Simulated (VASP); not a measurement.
# GdN (Fm-3m) in VASP: further runs

The runs below take GdN through electric field gradients, single point, with PBE.

Everything below comes from runs of VASP 6.6.1. Logs are shortened: lines on timing, memory, paths and dates and some standing lists are left out, and cuts for length are marked.

### 1 The cell of the first run

Symmetry: Fm-3m, No. 225, cubic system. The conventional cell has a = 5.081 Å, b = 5.081 Å, c = 5.081 Å, α = 90.00°, β = 90.00°, γ = 90.00°. Within 3.4 Å of Gd (site symmetry m-3m) lie 6 N at 2.54 Å. N (site symmetry m-3m) has 6 Gd at 2.54 Å within 3.4 Å.

### 2 Electric field gradients, PBE, collinear spin, ferromagnetic start (16.40 Å³/atom)

The input, INCAR:

```
SYSTEM = GdN
PREC = Accurate
ENCUT = 520
EDIFF = 1E-8
ISMEAR = -1
SIGMA = 0.05
LREAL = .False.
LASPH = .True.
NELM = 150
ALGO = Normal
ISIF = 2
LWAVE = .False.
LCHARG = .False.
ISPIN = 2
MAGMOM = 7 0
LORBIT = 11
LMAXMIX = 6
GGA = PE
LEFG = .True.
NBANDS = 22
```

The input, KPOINTS:

```
Automatic mesh
0
Gamma
  11 11 11
  0 0 0
```

The input, POSCAR:

```
GdN
1.0
    0.0000000000      2.5404826939      2.5404826939
    2.5404826939      0.0000000000      2.5404826939
    2.5404826939      2.5404826939      0.0000000000
Gd N
1 1
Direct
    0.0000000000      0.0000000000      0.0000000000
    0.5000000000      0.5000000000      0.5000000000
```

Potentials or basis: VASP PAW PBE potentials, release 64 (Gd, N).

Started as:

```console
$ cat potpaw_PBE.64/Gd/POTCAR potpaw_PBE.64/N/POTCAR > POTCAR
$ mpirun -np 1 vasp_std > vasp.out
```

OUTCAR:

```text
SYSTEM = GdN
   PREC = Accurate
   ENCUT = 520
   EDIFF = 1E-8
   ISMEAR = -1
   LREAL = .False.
   LASPH = .True.
   NELM = 150
   ISIF = 2
   ISPIN = 2
   LORBIT = 11
   GGA = PE

 ion  position               nearest neighbor table
   1  0.000  0.000  0.000-   2 2.54   2 2.54   2 2.54   2 2.54   2 2.54   2 2.54
   2  0.500  0.500  0.500-   1 2.54   1 2.54   1 2.54   1 2.54   1 2.54   1 2.54

  LATTYP: Found a face centered cubic cell.
 ALAT       =     5.0809653878

  Lattice vectors:

 A1 = (   0.0000000000,   2.5404826939,   2.5404826939)
 A2 = (   2.5404826939,   0.0000000000,   2.5404826939)
 A3 = (   2.5404826939,   2.5404826939,   0.0000000000)

Analysis of symmetry for initial positions (statically):
=====================================================================
 Subroutine PRICEL returns:
 Original cell was already a primitive cell.

 Routine SETGRP: Setting up the symmetry group for a
 face centered cubic supercell.

 Subroutine GETGRP returns: Found 48 space group operations
 (whereof 48 operations were pure point group operations)
 out of a pool of 48 trial point group operations.

The static configuration has the point symmetry O_h .

Analysis of symmetry for dynamics (positions and initial velocities):
=====================================================================
 Subroutine PRICEL returns:
 Original cell was already a primitive cell.

 Routine SETGRP: Setting up the symmetry group for a
 face centered cubic supercell.

 Subroutine GETGRP returns: Found 48 space group operations
 (whereof 48 operations were pure point group operations)
 out of a pool of 48 trial point group operations.

The dynamic configuration has the point symmetry O_h .

Analysis of structural, dynamic, and magnetic symmetry:
=====================================================================
 Subroutine PRICEL returns:
 Original cell was already a primitive cell.

 Routine SETGRP: Setting up the symmetry group for a
 face centered cubic supercell.

 Subroutine GETGRP returns: Found 48 space group operations
 (whereof 48 operations were pure point group operations)
 out of a pool of 48 trial point group operations.

The overall configuration has the point symmetry O_h .

 Subroutine INISYM returns: Found 48 space group operations
 (whereof 48 operations are pure point group operations),
 and found     1 'primitive' translations

----------------------------------------------------------------------------------------

                                     Primitive cell

  volume of cell :      32.7928

  direct lattice vectors                    reciprocal lattice vectors
     0.000000000  2.540482694  2.540482694    -0.196812992  0.196812992  0.196812992
     2.540482694  0.000000000  2.540482694     0.196812992 -0.196812992  0.196812992
     2.540482694  2.540482694  0.000000000     0.196812992  0.196812992 -0.196812992

  length of vectors
     3.592785081  3.592785081  3.592785081     0.340890102  0.340890102  0.340890102

  position of ions in fractional coordinates (direct lattice)
     0.000000000  0.000000000  0.000000000
     0.500000000  0.500000000  0.500000000

  ion indices of the primitive-cell ions
   primitive index   ion index
                 1           1
                 2           2

----------------------------------------------------------------------------------------

 KPOINTS: Automatic mesh

Automatic generation of k-mesh.
 Grid dimensions read from file:
 generate k-points for:   11   11   11

 Generating k-lattice:

[... 54 lines left out ...]
   ICHARG =      2    charge: 1-file 2-atom 10-const
   ISPIN  =      2    spin polarized calculation?
   LNONCOLLINEAR =      F non collinear calculations
   LSORBIT =      F    spin-orbit coupling
   LASPH  =      T    aspherical Exc in radial PAW
   ENCUT  =  520.0 eV  38.22 Ry    6.18 a.u.   6.68  6.68  6.68*2*pi/ulx,y,z
   NELM   =    150;   NELMIN=  2; NELMDL= -5     # of ELM steps
   EDIFF  = 0.1E-07   stopping-criterion for ELM
   LREAL  =      F    real-space projection
   EDIFFG = 0.1E-06   stopping-criterion for IOM
   NSW    =      0    number of steps for IOM
   IBRION =     -1    ionic relax: 0-MD 1-quasi-New 2-CG
   NFREE  =      0    steps in history (QN), initial steepest desc. (CG)
   ISIF   =      2    stress and relaxation
   ISYM   =      2    0-nonsym 1-usesym 2-fastsym
   POTIM  = 0.5000    time-step for ionic-motion
   TEBEG  =    0.0;   TEEND  =   0.0 temperature during run
   PSTRESS=    0.0 pullay stress
   NELECT =      23.0000    total number of electrons
   NUPDOWN=      -1.0000    fix difference up-down
   EMIN   =  10.00;   EMAX   =-10.00  energy-range for DOS
   EFERMI =   0.00;   METHOD = LEGACY
   ISMEAR =    -1;   SIGMA  =   0.05  broadening in eV -4-tet -1-fermi 0-gaus
   EFERMI_NEDOS =   21; number of points for ismear=-14 and -15
   IALGO  =     38    algorithm
   IMIX   =      4    mixing-type and parameters
     AMIX     =   0.40;   BMIX     =  1.00
     AMIX_MAG =   1.60;   BMIX_MAG =  1.00
  volume/ion in A,a.u.               =      16.40       110.65
  Fermi-wavevector in a.u.,A,eV,Ry     =   1.454536  2.748675 28.785514  2.115676
  Thomas-Fermi vector in A             =   2.571675
   LORBIT       =     11    0 simple, 1 ext, 2 COOP (PROOUT), +10 PAW based schemes
   GGA     = PE    functional components
   LHFCALC =     F    Hartree Fock is set to
   AEXX    =    0.0000 exact exchange contribution
   IVDW    =     0    specifies the selected vdW correction
   LEPSILON=     F    determine dielectric tensor
   LRPA    =     F    only Hartree local field effects (RPA)
 spin polarized calculation
  energy-cutoff  :      520.00
  volume of cell :       32.79
 maximum number of plane-waves:       903
   NGX = 13   NGY = 13   NGZ = 13

 number of electron      22.9999992 magnetization       7.0000089

 Free energy of the ion-electron system (eV)
  ---------------------------------------------------
  ext. energy  EPLUGINS =         0.00000000
  ---------------------------------------------------
  free energy    TOTEN  =       -23.17329502 eV

  energy without entropy =      -23.17267845  energy(sigma->0) =      -23.17298674

 E-fermi :   3.5834     XC(G=0): -11.2822

 val. band max:        3.5540643671   @ k =   0.0909   0.0909   0.0000
 cond. band min:       3.6126358943   @ k =   0.3636   0.3636   0.0000
 fundamental gap:      0.0585715272
 Fermi energy:         3.5834016189

 spin component 1

 k-point     1 :       0.0000    0.0000    0.0000
  band No.  band energies     occupation
      1     -40.3709      1.00000
      2     -17.4095      1.00000
      3     -17.4095      1.00000
      4     -17.4095      1.00000
      5      -9.2989      1.00000
      6      -0.1640      1.00000
[... 589 lines left out ...]
     21      11.6795      0.00000
     22      17.4630      0.00000

 [... further k-points ...]

 spin component 2

 k-point     1 :       0.0000    0.0000    0.0000
  band No.  band energies     occupation
      1     -37.2630      1.00000
      2     -15.1641      1.00000
      3     -15.1641      1.00000
      4     -15.1641      1.00000
      5      -9.3038      1.00000
      6       2.7756      1.00000
[... 589 lines left out ...]
     21      12.5361      0.00000
     22      18.4702      0.00000

 [... further k-points ...]
[... 5 lines left out ...]
  --------------------------------------------------------------------------------------
  -------------------------------------------------------------------------------------
  Total       -1.5394227     -1.5394227     -1.5394227      0.0000000      0.0000000      0.0000000
  in kB      -75.2124521    -75.2124521    -75.2124521      0.0000000      0.0000000      0.0000000
  external PRESSURE =     -75.2124521 kB  Pullay stress =       0.0000000 kB

 VOLUME and BASIS-vectors are now :
 -----------------------------------------------------------------------------
  energy-cutoff  :      520.00
  volume of cell :       32.79
      direct lattice vectors                 reciprocal lattice vectors
     0.000000000  2.540482694  2.540482694    -0.196812992  0.196812992  0.196812992
     2.540482694  0.000000000  2.540482694     0.196812992 -0.196812992  0.196812992
     2.540482694  2.540482694  0.000000000     0.196812992  0.196812992 -0.196812992

 POSITION                                       TOTAL-FORCE (eV/Angst)
 -----------------------------------------------------------------------------------
      0.00000      0.00000      0.00000        -0.000000     -0.000000      0.000000
      2.54048      2.54048      2.54048         0.000000      0.000000     -0.000000
 -----------------------------------------------------------------------------------
    total drift:                                0.000000      0.000000      0.000000

  FREE ENERGIE OF THE ION-ELECTRON SYSTEM (eV)
  ---------------------------------------------------
  free  energy   TOTEN  =       -23.1732950249 eV

  energy  without entropy=      -23.1726784496  energy(sigma->0) =      -23.17298674

 Electric field gradients (V/A^2)
---------------------------------------------------------------------
 ion       V_xx      V_yy      V_zz      V_xy      V_xz      V_yz
---------------------------------------------------------------------
   1      -0.000    -0.000     0.000    -0.001    -0.001    -0.001
   2       0.000    -0.000    -0.000    -0.000    -0.000    -0.000
---------------------------------------------------------------------

 Electric field gradients after diagonalization (V/A^2)
 (convention: |V_zz| > |V_xx| > |V_yy|)
----------------------------------------------------------------------
 ion       V_xx      V_yy      V_zz     asymmetry (V_yy - V_xx)/ V_zz
----------------------------------------------------------------------
   1       0.001     0.001    -0.003       0.000
   2       0.000     0.000    -0.000       0.000
----------------------------------------------------------------------

           NMR quadrupolar parameters

 Cq : quadrupolar parameter    Cq=e*Q*V_zz/h
 eta: asymmetry parameters     (V_yy - V_xx)/ V_zz
 Q  : nuclear electric quadrupole moment in mb (millibarn)
----------------------------------------------------------------------
 ion       Cq(MHz)       eta       Q (mb)
----------------------------------------------------------------------
   1      -0.000       0.000       1.000
   2      -0.000       0.000       1.000
----------------------------------------------------------------------

 total charge

# of ion       s       p       d       f       tot
--------------------------------------------------
    1        2.031   5.652   0.497   7.001  15.181
    2        1.247   2.356   0.000   0.000   3.603
--------------------------------------------------
tot          3.278   8.008   0.497   7.001  18.784

 magnetization (x)

# of ion       s       p       d       f       tot
--------------------------------------------------
    1       -0.006  -0.082   0.077   6.814   6.804
    2       -0.006  -0.072   0.000   0.000  -0.079
--------------------------------------------------
tot         -0.012  -0.154   0.077   6.814   6.725
```

It took 12 min on 1 thread of Intel Xeon 8259CL, shared host; peak memory 0.24 GiB.

Results:

```yaml
Free_energy: -23.1733 eV
Pressure: -7.5 GPa
Band_gap_on_the_k_mesh: zero (filled and empty bands overlap)
Net_moment: 7.00 μB per cell
Site_moments: Gd +6.80; N -0.08 μB
Largest_electric_field_gradient_by_atom: zero within the noise of the run
Valence_electrons_inside_the_program's_atomic_spheres: Gd 15.18; N 3.60
```

Levels at points of the mesh, in eV from the Fermi level:
Spin up:
```
           k point  band 13  band 14  band 15  band 16  band 17  band 18
(0.00, 0.00, 0.00)     0.18     0.18     0.18     2.45     2.45     2.45
```
Spin down:
| k point | band 6 | band 7 | band 8 | band 9 | band 10 | band 11 |
| --- | --- | --- | --- | --- | --- | --- |
| (0.00, 0.00, 0.00) | -0.81 | -0.81 | -0.81 | 1.54 | 2.01 | 2.01 |

Caveat: the cell stands under tension; spin-orbit coupling is left out, which moves the levels of the heavy elements; a cell with one magnetic atom can't hold antiferromagnetic order, which such compounds often take; semilocal functionals describe open f shells poorly, which spoils levels, moments and volumes.

### 3 Single point, PBE, collinear spin, ferromagnetic start

This run uses another cell than the first one, of 15.62 Å³/atom.

The input, POSCAR:

```
GdN
1.0
    0.0000000000      2.4995000000      2.4995000000
    2.4995000000      0.0000000000      2.4995000000
    2.4995000000      2.4995000000      0.0000000000
Gd N
1 1
Direct
    0.0000000000      0.0000000000      0.0000000000
    0.5000000000      0.5000000000      0.5000000000
```

The input, INCAR.step1:

```
PREC = Accurate
ENCUT = 520
EDIFF = 1E-6
ISMEAR = -1
SIGMA = 0.05
LREAL = F
LASPH = T
NELM = 150
ALGO = Normal
ISIF = 2
LWAVE = F
LCHARG = T
ISPIN = 2
MAGMOM = 7 0
LMAXMIX = 6
GGA = PE
NBANDS = 22
```

The input, KPOINTS.step1:

```
Automatic mesh
0
Gamma
  11 11 11
```

The input, INCAR.step2:

```
PREC = Accurate
ENCUT = 520
EDIFF = 1E-6
ISMEAR = -5
SIGMA = 0.05
LREAL = F
LASPH = T
NELM = 150
ALGO = Normal
ISIF = 2
LWAVE = F
LCHARG = F
ISPIN = 2
MAGMOM = 7 0
LORBIT = 11
LMAXMIX = 6
GGA = PE
NEDOS = 2001
ICHARG = 11
```

The input, KPOINTS.step2:

```
Automatic mesh
0
Gamma
  17 17 17
```

Potentials or basis: VASP PAW PBE potentials, release 64 (Gd, N).

Started as:

```console
$ cat potpaw_PBE.64/Gd/POTCAR potpaw_PBE.64/N/POTCAR > POTCAR
$ cp INCAR.step1 INCAR
$ cp KPOINTS.step1 KPOINTS
$ mpirun -np 1 vasp_std > vasp.out
$ cp INCAR.step2 INCAR
$ cp KPOINTS.step2 KPOINTS
$ mpirun -np 1 vasp_std > vasp.out
```

It took 17 min on 1 thread of Intel Xeon 8259CL, shared host; peak memory 0.31 GiB.

The run converged. Its results:

- Net moment: 7.00 μB per cell
- Site moments: Gd +6.80; N -0.08 μB
- Valence electrons inside the program's atomic spheres: Gd 15.22; N 3.63

Levels at points of the mesh, in eV from the Fermi level:
Spin up:
| k point | band 11 | band 12 | band 13 | band 14 | band 15 | band 16 | band 17 | band 18 | band 19 |
| --- | --- | --- | --- | --- | --- | --- | --- | --- | --- |
| (0.00, 0.00, 0.00) | -3.30 | -3.30 | 0.18 | 0.18 | 0.18 | 2.43 | 2.43 | 2.44 | 3.08 |
Spin down:
| k point | band 5 | band 6 | band 7 | band 8 | band 9 | band 10 | band 11 | band 12 |
| --- | --- | --- | --- | --- | --- | --- | --- | --- |
| (0.00, 0.00, 0.00) | -13.08 | -0.92 | -0.92 | -0.92 | 1.62 | 2.15 | 2.15 | 2.15 |

Caveat: spin-orbit coupling is left out, which moves the levels of the heavy elements; a cell with one magnetic atom can't hold antiferromagnetic order, which such compounds often take; semilocal functionals describe open f shells poorly, which spoils levels, moments and volumes; tetrahedron occupations give inexact forces and stress in metals. The state reached can hang on the start; a lower one may exist.
